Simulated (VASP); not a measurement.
The system is TaAs.

```
Ta As
1.0
     0.00000    2.49557    2.49557
     2.49557    0.00000    2.49557
     2.49557    2.49557    0.00000
Ta As
1 1
Direct
  0.50000 0.50000 0.50000
  0.00000 0.00000 0.00000
```

```yaml
Program: VASP 6.6.1
Task: relaxation of cell and atoms
Functional: PBE
Potentials_or_basis: VASP PAW PBE potentials, release 64 (Ta_pv, As)
Cutoff: 500 eV
k_mesh: 8 × 8 × 8
Occupations: gaussian, width 0.1 eV
Spin: no spin polarisation
```

At the start: pressure 36.7 GPa; volume 15.54 Å³/atom.

Task: How do energy, volume and symmetry change on relaxing?

Result: Over 5 steps the energy falls by 274.3 meV/atom and the volume is 18.32 Å³/atom (+17.8 %); space group Fm-3m (No. 225, to 0.1 Å) before and after.

Step by step:
```tsv
step	energy change (eV)	largest force (eV/Å)	pressure (GPa)	volume (Å³)
1	0.0000	0.0000	36.72	31.08
2	0.7794	0.0000	-23.63	50.02
3	-0.5444	0.0000	-2.32	37.21
4	-0.5485	0.0000	-0.49	36.75
5	-0.5486	0.0000	0.01	36.63
```

Final structure:
```
CELL_PARAMETERS angstrom
0.00000 2.63597 2.63597
2.63597 0.00000 2.63597
2.63597 2.63597 0.00000
ATOMIC_POSITIONS crystal
Ta 0.50000 0.50000 0.50000
As 0.00000 0.00000 0.00000
```

Caveat: the volume moved by over 15 % at a fixed basis, so the end points are rough; the highest band is partly filled, so the run has too few bands.
